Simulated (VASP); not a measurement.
# HPb32 (a cell with a defect) in VASP: further runs, part 2 of 2

VASP 6.6.1. The steps go on from the part before.

## (3) Single point, PBE+D3(BJ)

INCAR

```
SYSTEM = HPb32
ALGO = Normal
EDIFF = 1E-6
ENCUT = 520
GGA = PE
ISIF = 2
ISMEAR = -1
IVDW = 12
LASPH = .TRUE.
LCHARG = .FALSE.
LREAL = Auto
LWAVE = .FALSE.
NBANDS = 246
NELM = 80
PREC = Accurate
SIGMA = 0.15
```

KPOINTS

```
k-points
0
G
  1 1 1
  0 0 0
```

POSCAR

```
HPb32
1.0
    9.9000000000      0.0000000000      0.0000000000
    0.0000000000      9.9000000000      0.0000000000
    0.0000000000      0.0000000000      9.9000000000
Pb H
32 1
Direct
    0.4764646465     -0.0375050505      0.0375555556
    0.7598989899      0.2730303030     -0.0148484848
    0.7449292929     -0.0015050505      0.2274848485
   -0.0007979798      0.0114747475      0.0138484848
    0.1809494949      0.2449595960     -0.0130707071
    0.4983333333      0.4935454545     -0.0365858586
    0.7242323232      0.7505454545     -0.0284141414
    0.2512323232     -0.0250606061      0.2515858586
    0.4996767677      0.2399494949      0.2907777778
    0.7220808081      0.5312121212      0.2092121212
    0.5951616162     -0.0101818182      0.5232020202
    0.7337676768      0.2926161616      0.4959494949
    0.8310606061     -0.0115353535      0.7433434343
   -0.0187272727      0.5083333333     -0.0269595960
    0.2567272727      0.7485656566     -0.0046262626
   -0.0309191919      0.2635959596      0.2415555556
    0.2467676768      0.5402424242      0.2492323232
    0.5026666667      0.7660808081      0.3276262626
   -0.0397575758      0.0334040404      0.4111919192
    0.2328888889      0.2464848485      0.5006161616
    0.4786363636      0.5361212121      0.5123838384
    0.7971616162      0.7458282828      0.4886464646
    0.2555151515     -0.0275656566      0.7513939394
    0.5009797980      0.1756363636      0.7253434343
    0.7678383838      0.5055151515      0.7626363636
   -0.0256868687      0.7457979798      0.2465050505
    0.0344848485      0.5603131313      0.5540707071
    0.2226767677      0.7745353535      0.5467373737
    0.0479292929      0.2573535354      0.7368787879
    0.2841010101      0.4823535354      0.7567474747
    0.5301414141      0.7753232323      0.7459393939
   -0.0049494949      0.7404747475      0.7708787879
    0.5132929293      0.4802121212      0.6975959596
```

Potentials or basis: VASP PAW PBE potentials, release 64 (Pb_d, H).

The run is started by

```bash
> cat potpaw_PBE.64/Pb_d/POTCAR potpaw_PBE.64/H/POTCAR > POTCAR
> mpirun -np 1 vasp_gam > vasp.out
```

OUTCAR:

```text
SYSTEM = HPb32
   EDIFF = 1E-6
   ENCUT = 520
   GGA = PE
   ISIF = 2
   ISMEAR = -1
   IVDW = 12
   LASPH = .TRUE.
   LREAL = Auto
   NELM = 80
   PREC = Accurate
 IVDW          = 12

 ion  position               nearest neighbor table
   1  0.476  0.962  0.038-  15 3.06   8 3.08   3 3.28   7 3.29  31 3.47  18 3.48  23 3.58   9 3.73
                            24 3.75   5 4.08
   2  0.760  0.273  0.985-  25 3.19  14 3.20  16 3.28   6 3.39  10 3.40   4 3.52   3 3.63  24 3.76
                            13 3.76  29 3.77   9 3.99
   3  0.745  0.998  0.227-  19 2.82   1 3.28  11 3.28   4 3.29  26 3.38  16 3.44   9 3.46  18 3.47
                             7 3.53   2 3.63  22 3.63  12 3.94
   4  0.999  0.011  0.014-   5 2.94  13 3.16   3 3.29  16 3.38   8 3.45  26 3.50   2 3.52  32 3.60
                            15 3.65  23 3.65  29 3.70   7 3.78  19 3.96
   5  0.181  0.245  0.987-  29 2.81   4 2.94  14 3.27  16 3.28  30 3.43  23 3.64   8 3.81  17 3.96
                             6 4.00   1 4.08
   6  0.498  0.494  0.963-  30 2.95  10 3.31  25 3.33   7 3.39   2 3.39  15 3.49  31 3.54  17 3.80
                            24 3.93   5 4.00   9 4.10
   7  0.724  0.751  0.972-  31 2.96  10 3.20  25 3.22   1 3.29  32 3.34   6 3.39  13 3.43  14 3.50
                             3 3.53  26 3.68   4 3.78
   8  0.251  0.975  0.252-   1 3.08  18 3.32  19 3.34  15 3.39   4 3.45  28 3.54  26 3.56   9 3.62
                            20 3.65   5 3.81  16 4.00
   9  0.500  0.240  0.291-  12 3.13  20 3.36   3 3.46  11 3.51   8 3.62  21 3.67  10 3.72   1 3.73
[... 32 lines left out ...]
                            22 3.62  29 3.71  21 3.80
  26  0.974  0.746  0.247-  22 2.97  19 3.28  10 3.30  17 3.38   3 3.38   4 3.50   8 3.56  14 3.59
                            27 3.61   7 3.68  15 3.74  28 3.87
  27  0.034  0.560  0.554-  32 2.82  28 2.82  22 3.05  30 3.28  25 3.40  29 3.51  26 3.61  17 3.68
                            20 3.71  12 4.03
  28  0.223  0.775  0.547-  27 2.82  23 2.84  32 3.18  21 3.48  18 3.52   8 3.54  30 3.61  31 3.63
                            17 3.76  26 3.87  19 3.89
  29  0.048  0.257  0.737-   5 2.81  20 2.97  30 3.24  13 3.42  14 3.47  23 3.49  27 3.51   4 3.70
                            25 3.71   2 3.77  12 3.94  19 4.01
  30  0.284  0.482  0.757-  33 2.34   6 2.95  21 3.14  29 3.24  27 3.28   5 3.43  20 3.48  15 3.55
                            28 3.61  14 3.69  24 3.73  31 3.79  32 3.84
  31  0.530  0.775  0.746-   7 2.96  11 3.13  23 3.35  21 3.35   1 3.47   6 3.54  25 3.56  28 3.63
                            13 3.65  15 3.67  22 3.68  30 3.79  24 3.98
  32  0.995  0.740  0.771-  27 2.82  13 2.96  14 3.05  28 3.18  25 3.24   7 3.34  22 3.41  15 3.41
[... 214 lines left out ...]
 number of electron     449.0000008 magnetization

 Free energy of the ion-electron system (eV)
  ---------------------------------------------------
  ext. energy  EPLUGINS =         0.00000000
  ---------------------------------------------------
  free energy    TOTEN  =      -105.76800044 eV

  energy without entropy =     -104.52002995  energy(sigma->0) =     -105.14401519

 E-fermi :   6.9972     XC(G=0): -10.1162

 val. band max:        6.7932131166   @ k =   0.0000   0.0000   0.0000
 cond. band min:       7.0268728352   @ k =   0.0000   0.0000   0.0000
 fundamental gap:      0.2336597187
 Fermi energy:         6.9971736450

 k-point     1 :       0.0000    0.0000    0.0000
  band No.  band energies     occupation
      1     -10.2346      2.00000
      2     -10.2136      2.00000
      3     -10.1996      2.00000
      4     -10.1883      2.00000
      5     -10.1671      2.00000
      6     -10.1532      2.00000
[... 228 lines left out ...]
    235       7.8421      0.00713
    236       7.9677      0.00309
 [bands above 236 left out]

------------------------ aborting loop because EDIFF is reached ----------------------------------------

 Edisp (eV)  -13.28441

 E8    (eV) :    -6.7265

  FORCE on cell =-STRESS in cart. coord.  units (eV):
  Direction    XX          YY          ZZ          XY          YZ          ZX
  --------------------------------------------------------------------------------------
  -------------------------------------------------------------------------------------
  Total      31.87440    31.35963    38.99580     4.13197     0.91967     4.12043
  in kB      52.63165    51.78166    64.39065     6.82280     1.51858     6.80374
  external pressure =       56.27 kB  Pullay stress =        0.00 kB

 VOLUME and BASIS-vectors are now :
 -----------------------------------------------------------------------------
  energy-cutoff  :      520.00
  volume of cell :      970.30
      direct lattice vectors                 reciprocal lattice vectors
     9.900000000  0.000000000  0.000000000     0.101010101  0.000000000  0.000000000
     0.000000000  9.900000000  0.000000000     0.000000000  0.101010101  0.000000000
     0.000000000  0.000000000  9.900000000     0.000000000  0.000000000  0.101010101

 POSITION                                       TOTAL-FORCE (eV/Angst)
 -----------------------------------------------------------------------------------
      4.71700      9.52870      0.37180         0.442709      0.370867     -0.707741
      7.52300      2.70300      9.75300        -0.472954     -0.365292      0.074416
      7.37480      9.88510      2.25210        -0.932574     -0.053029     -1.026887
      9.89210      0.11360      0.13710        -0.105746     -0.702375      0.558396
      1.79140      2.42510      9.77060         1.416509      0.302718      1.314268
      4.93350      4.88610      9.53780         0.703854      0.116154      0.467516
[... 25 lines left out ...]
      9.85100      7.33070      7.63170         0.064086      1.016304      1.296439
      5.08160      4.75410      6.90620         0.123989      0.109457      0.564367
 -----------------------------------------------------------------------------------
    total drift:                               -0.036003      0.004877     -0.030392

  FREE ENERGIE OF THE ION-ELECTRON SYSTEM (eV)
  ---------------------------------------------------
  free  energy   TOTEN  =      -119.0524061127 eV

  energy  without entropy=     -117.8044356232  energy(sigma->0) =     -118.42842087
```

stdout:

```text
POSCAR found type information on POSCAR PbH
 POSCAR found :  2 types and      33 ions
 scaLAPACK will be used
 LDA part: xc-table for (Slater+PW92), standard interpolation
 POSCAR, INCAR and KPOINTS ok, starting setup
 FFT: planning ... GRIDC
 FFT: planning ... GRID_SOFT
 FFT: planning ... GRID
 WAVECAR not read
 entering main loop
```

It took 6.4 min on 1 thread of Intel Xeon 6975P-C, shared host; peak memory 0.95 GiB.

Results:

```yaml
Free_energy: -119.0524 eV
Pressure: 5.6 GPa
Largest_force: 3.023 eV/Å
Dispersion_energy_per_atom: -0.403 eV
```

Forces on the atoms (eV/Å):
```
Pb   0.443  0.371 -0.708
Pb  -0.473 -0.365  0.074
Pb  -0.933 -0.053 -1.027
Pb  -0.106 -0.702  0.558
Pb   1.417  0.303  1.314
Pb   0.704  0.116  0.468
Pb   0.146  0.161  0.584
Pb  -0.416 -0.250  0.509
Pb  -0.159  0.244 -0.070
Pb  -0.087 -0.353 -0.074
Pb  -0.202  0.044 -0.776
Pb   0.329  0.308  0.296
Pb  -0.341  0.658 -0.410
Pb   0.997 -0.104  0.975
Pb  -0.096 -0.080 -0.177
Pb   0.117  1.677 -0.714
Pb  -0.051  0.232  0.319
Pb  -0.095  0.495 -0.851
Pb   1.006 -1.132  2.114
Pb   0.509  0.018 -0.583
Pb   0.119 -1.110 -0.363
Pb  -0.547 -0.123  0.946
Pb   0.045  1.027  1.016
Pb  -0.083  0.461  0.796
Pb  -1.083 -0.348 -1.065
Pb   0.864 -0.571 -0.792
Pb  -0.174 -2.679 -1.391
Pb   1.041  0.293 -1.540
Pb  -1.471 -0.276 -0.746
Pb  -0.869  0.081 -0.318
Pb  -0.739  0.532 -0.224
Pb   0.064  1.016  1.296
H    0.124  0.109  0.564
```

Stress tensor (GPa, compression positive):
```
5.26 0.68 0.68
0.68 5.18 0.15
0.68 0.15 6.44
```

Caveat: the k points lie up to 0.63 Å⁻¹ apart; spin-orbit coupling is left out, which moves the levels of the heavy elements.

## (4) Single point, PBE+D3(BJ)

INCAR

```
ALGO = Normal ; EDIFF = 1E-7
ENCUT = 520 ; GGA = PE
ISIF = 2 ; ISMEAR = -1
IVDW = 12 ; LASPH = True
LCHARG = True ; LELF = True
LREAL = Auto ; LVHAR = True
LWAVE = False ; NBANDS = 246
NELM = 60 ; PREC = Accurate
SIGMA = 0.15
```

KPOINTS

```
k-points
0
Gamma
  1 1 1
```

POSCAR

```
HPb32
1.0
    9.9000000000      0.0000000000      0.0000000000
    0.0000000000      9.9000000000      0.0000000000
    0.0000000000      0.0000000000      9.9000000000
Pb H
32 1
Direct
    0.4734646465     -0.0672727273      0.0345252525
    0.7554040404      0.2764343434     -0.0179797980
    0.7384848485      0.0091616162      0.2340707071
    0.0104141414      0.0008888889      0.0362323232
    0.1900606061      0.2441111111     -0.0053636364
    0.5121212121      0.4864747475     -0.0270808081
    0.7437878788      0.7736464646     -0.0081616162
    0.2509393939     -0.0161414141      0.2624545455
    0.4879797980      0.2303131313      0.2926060606
    0.7439797980      0.5364949495      0.2072222222
    0.6035050505      0.0071818182      0.5068585859
    0.7388585859      0.3006666667      0.4958484848
    0.8424646465     -0.0222121212      0.7391919192
   -0.0124848485      0.5120505051     -0.0409090909
    0.2691111111      0.7516262626      0.0051111111
   -0.0254040404      0.2563434343      0.2389292929
    0.2318484848      0.5335252525      0.2590606061
    0.5005555556      0.7677777778      0.3356161616
   -0.0545555556      0.0452929293      0.4372323232
    0.2186969697      0.2566969697      0.4793636364
    0.4636161616      0.5452020202      0.5074343434
    0.8149595960      0.7273131313      0.4873131313
    0.2406262626     -0.0172020202      0.7733636364
    0.4807777778      0.1821414141      0.7102727273
    0.7507373737      0.5071717172      0.7672626263
   -0.0226969697      0.7637171717      0.2376060606
    0.0196565657      0.5532626263      0.5436363636
    0.2104747475      0.7810505051      0.5386969697
    0.0537979798      0.2148585859      0.7316060606
    0.2903030303      0.4655858586      0.7521616162
    0.5406161616      0.7758787879      0.7122929293
   -0.0069393939      0.7474747475      0.7703737374
    0.5739797980      0.5659393939      0.6943333333
```

The run is started by

```bash
> cat potpaw_PBE.64/Pb_d/POTCAR potpaw_PBE.64/H/POTCAR > POTCAR
> mpirun -np 1 vasp_gam > vasp.out
```

Wall time 8.6 min (1 thread of Intel Xeon 6975P-C, shared host); peak memory 0.96 GiB.

Results (log left out):

| Property | Result |
| --- | --- |
| Free energy | -118.5921 eV |
| Pressure | 6.0 GPa |
| Largest force | 3.526 eV/Å |
| Dispersion energy per atom | -0.403 eV |

Forces in eV/Å, atoms in the order of the input:
```
Pb   1.432  1.735 -0.071
Pb  -0.185 -0.381  0.286
Pb  -0.625 -0.229 -1.388
Pb  -0.080 -0.192 -0.248
Pb   0.805  0.592  0.597
Pb  -0.012  0.155  0.509
Pb  -0.311 -0.119 -0.243
Pb  -0.015 -0.199  0.440
Pb  -0.048  0.114 -0.063
Pb  -0.011 -0.519 -0.056
Pb  -0.064  0.001  0.044
Pb   0.162  0.607  0.230
Pb  -1.173  1.526 -0.219
Pb   0.936 -0.467  0.818
Pb  -1.425 -1.279 -0.410
Pb   0.234  1.670 -0.722
Pb  -0.323  0.426  0.443
Pb   0.034  0.747 -0.797
Pb   0.817 -0.948  1.563
Pb   0.241  0.337 -0.600
Pb  -0.297 -1.644 -0.111
Pb  -2.182  1.372  0.423
Pb   0.418 -0.612  0.351
Pb  -0.107  0.423  0.454
Pb   0.178 -0.199 -0.901
Pb   0.917 -0.818 -0.424
Pb   1.792 -3.013 -0.378
Pb   0.719  0.265 -0.840
Pb  -1.141  0.447 -0.206
Pb  -0.723  0.198  0.133
Pb  -0.336  0.779  0.336
Pb   0.969 -0.613  1.029
H   -0.595 -0.161  0.019
```

Stress tensor (GPa, compression positive):
```
 6.04  0.63 -0.05
 0.63  6.33 -0.81
-0.05 -0.81  5.75
```

Levels at points of the mesh, in eV from the Fermi level:
| k point | band 222 | band 223 | band 224 | band 225 | band 226 | band 227 |
| --- | --- | --- | --- | --- | --- | --- |
| (0.00, 0.00, 0.00) | -0.33 | -0.20 | -0.16 | 0.01 | 0.08 | 0.27 |

Caveat: the k points lie up to 0.63 Å⁻¹ apart; spin-orbit coupling is left out, which moves the levels of the heavy elements.

## (5) Single point, PBE+D3(BJ)

INCAR

```
SYSTEM = HPb32
ALGO = Normal
EDIFF = 1E-6
ENCUT = 520
GGA = PE
ISIF = 2
ISMEAR = -1
IVDW = 12
LASPH = .True.
LCHARG = .True.
LELF = .True.
LREAL = Auto
LVHAR = .True.
LWAVE = .False.
NBANDS = 246
NELM = 80
PREC = Accurate
SIGMA = 0.15
```

KPOINTS

```
k-points
0
Gamma
  1 1 1
  0 0 0
```

POSCAR

```
HPb32
1.0
    9.9000000000      0.0000000000      0.0000000000
    0.0000000000      9.9000000000      0.0000000000
    0.0000000000      0.0000000000      9.9000000000
Pb H
32 1
Direct
    0.4847979798     -0.0787373737      0.0297575758
    0.7488989899      0.2750909091     -0.0183232323
    0.7253434343      0.0182323232      0.2249090909
    0.0207777778     -0.0105454545      0.0557777778
    0.2092323232      0.2495151515      0.0094242424
    0.5246969697      0.4810808081     -0.0096767677
    0.7602929293      0.7951717172      0.0095050505
    0.2500404040     -0.0099393939      0.2780909091
    0.4764545455      0.2227979798      0.2936464646
    0.7665555556      0.5365050505      0.2047171717
    0.6103131313      0.0243535354      0.4916363636
    0.7458787879      0.3154242424      0.4977777778
    0.8396161616     -0.0184545455      0.7340303030
    0.0041010101      0.5103434343     -0.0456969697
    0.2665757576      0.7416363636      0.0105858586
   -0.0186767677      0.2676868687      0.2285454545
    0.2131919192      0.5316666667      0.2742121212
    0.4990808081      0.7775454545      0.3347777778
   -0.0594343434      0.0461919192      0.4780909091
    0.2072525253      0.2700505051      0.4520808081
    0.4463434343      0.5369090909      0.5004848485
    0.8114444444      0.7217575758      0.4919696970
    0.2321818182     -0.0138787879      0.8005252525
    0.4594646465      0.1928686869      0.7010404040
    0.7316464646      0.5082626263      0.7603030303
   -0.0095353535      0.7705959596      0.2253232323
    0.0216868687      0.5139393939      0.5282323232
    0.2060808081      0.7904848485      0.5206767677
    0.0465151515      0.1798787879      0.7231010101
    0.2860606061      0.4505656566      0.7485656566
    0.5473434343      0.7829292929      0.6815050505
    0.0011313131      0.7496161616      0.7811111111
    0.5327878788      0.5667474747      0.7243434343
```

The run is started by

```bash
> cat potpaw_PBE.64/Pb_d/POTCAR potpaw_PBE.64/H/POTCAR > POTCAR
> mpirun -np 1 vasp_gam > vasp.out
```

Run time: 6.9 min. Hardware: 1 thread of Intel Xeon 6975P-C, shared host; peak memory 0.95 GiB.

It converged, with:

| Quantity | Value |
| --- | --- |
| Free energy | -119.1570 eV |
| Pressure | 6.0 GPa |
| Largest force | 2.901 eV/Å |
| Dispersion energy per atom | -0.403 eV |

Forces in eV/Å, atoms in the order of the input:
```
Pb   0.331  1.311 -0.155
Pb   0.034 -0.404  0.282
Pb   0.619  0.267 -1.040
Pb   0.152  1.518 -1.383
Pb   0.379  0.326 -0.052
Pb  -0.739  0.213  0.278
Pb  -0.276 -0.587 -0.740
Pb   0.281 -0.258 -0.100
Pb   0.280  0.655 -0.275
Pb   0.104 -0.485  0.038
Pb  -0.431  0.029  1.250
Pb   0.186  0.593 -0.099
Pb  -2.419 -0.458  1.468
Pb   0.233 -0.917  0.371
Pb  -1.110 -0.846 -0.038
Pb  -0.533  0.456 -0.008
Pb  -0.174  0.732 -0.107
Pb   0.079  0.171 -0.262
Pb   0.556 -0.303 -2.830
Pb   0.129 -0.402  0.334
Pb   0.098 -0.814 -0.486
Pb  -0.306  0.397  0.263
Pb   1.490 -1.490  0.435
Pb   0.082 -0.145  0.259
Pb   0.398  0.143 -0.652
Pb   0.463 -1.887  1.453
Pb   0.557 -0.304  0.557
Pb  -0.273 -0.430 -0.037
Pb   0.219  2.860  0.432
Pb  -0.480  0.316  0.546
Pb  -0.227  0.498  0.352
Pb   0.664 -0.493 -0.276
H   -0.369 -0.262  0.223
```

Stress tensor (GPa, compression positive):
```
 5.82  0.38 -0.66
 0.38  6.39 -1.69
-0.66 -1.69  5.82
```

Levels at points of the mesh, in eV from the Fermi level:
| k point | band 222 | band 223 | band 224 | band 225 | band 226 | band 227 |
| --- | --- | --- | --- | --- | --- | --- |
| (0.00, 0.00, 0.00) | -0.24 | -0.19 | -0.14 | 0.03 | 0.07 | 0.16 |

Caveat: the k points lie up to 0.63 Å⁻¹ apart; spin-orbit coupling is left out, which moves the levels of the heavy elements.
